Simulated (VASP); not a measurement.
Set up this calculation in VASP 6.6.1, as the native input.

- Task: single point
- Functional: r2SCANh
- Potentials or basis: VASP PAW PBE potentials, release 64 (Ir)
- Cutoff: 520 eV
- k mesh: 6 × 6 × 6
- Occupations: fermi-dirac, width 0.05 eV
- Spin: no spin polarisation
- Dipole correction: no
- Grid for exact exchange (PRECFOCK): Normal
- Further INCAR settings: ALGO = Normal; EDIFF = 1e-06; NBANDS = 10

Ir:

```
Ir
1.0
     0.00000    1.88971    1.88971
     1.88971    0.00000    1.88971
     1.88971    1.88971    0.00000
Ir
1
Direct
  0.00000 0.00000 0.00000
```

These files were run (other wordings do the same):

POSCAR

```
Ir
1.0
    0.0000000000      1.8897103398      1.8897103398
    1.8897103398      0.0000000000      1.8897103398
    1.8897103398      1.8897103398      0.0000000000
Ir
1
Direct
    0.0000000000      0.0000000000      0.0000000000
```

INCAR.step1

```
PREC = Accurate
ENCUT = 520
EDIFF = 1E-5
ISMEAR = -1
SIGMA = 0.05
LREAL = False
LASPH = True
NELM = 80
ALGO = Normal
ISIF = 2
LWAVE = True
LCHARG = False
GGA = PE
NBANDS = 10
```

INCAR.step2

```
PREC = Accurate
ENCUT = 520
EDIFF = 1E-6
ISMEAR = -1
SIGMA = 0.05
LREAL = False
LASPH = True
NELM = 80
ALGO = Normal
ISIF = 2
LWAVE = False
LCHARG = False
METAGGA = R2SCAN
LHFCALC = True
AEXX = 0.1
LMIXTAU = True
PRECFOCK = Normal
ISTART = 1
NBANDS = 10
```

KPOINTS

```
Automatic mesh
0
Gamma
  6 6 6
```

Potentials or basis: VASP PAW PBE potentials, release 64 (Ir).

Command:

```bash
$ cat potpaw_PBE.64/Ir/POTCAR > POTCAR
$ cp INCAR.step1 INCAR
$ mpirun -np 1 vasp_std > vasp.out
$ cp INCAR.step2 INCAR
$ mpirun -np 1 vasp_std > vasp.out
```

It gave:

| Quantity | Value |
| --- | --- |
| Pressure | 21.7 GPa |

Caveat: the k points lie up to 0.48 Å⁻¹ apart; the PAW data sets were made with another functional, which shifts forces and pressure a little.

It took 8 min on 1 thread of Intel(R) Xeon(R) Platinum 8259CL CPU @ 2.50GHz (Skylake/Cascade Lake) (shared host), peak memory 0.14 GiB.
